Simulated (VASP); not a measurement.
InSb3:

```
Sb In
1.0
     4.83820    0.00000    0.00000
     0.00000    4.83820    0.00000
     0.00000    0.00000    4.83820
Sb In
3 1
Direct
  0.50000 0.50000 0.00000
  0.00000 0.50000 0.50000
  0.50000 0.00000 0.50000
  0.00000 0.00000 0.00000
```

Base run:

- Program: VASP 6.6.1
- Functional: r2SCAN
- Potentials or basis: VASP PAW PBE potentials, release 64 (Sb, In_d)
- Cutoff: 520 eV
- k mesh: 6 × 6 × 6
- Occupations: fermi-dirac, width 0.05 eV
- Spin: no spin polarisation

Its results: band gap on the k mesh zero (band 14 reaches 11.14 eV, above the bottom of band 15 at 6.32 eV); pressure -1.6 GPa.

Problem. The run is repeated on the same cell with these changes: functional from r2SCAN to PBEsol. What comes out?

Solution. Band gap on the k mesh zero (band 14 reaches 10.86 eV, above the bottom of band 15 at 6.36 eV); pressure -3.6 GPa.

Caveats: the PAW data sets were made with another functional, which shifts forces and pressure a little; spin-orbit coupling is left out, which moves the levels of the heavy elements.
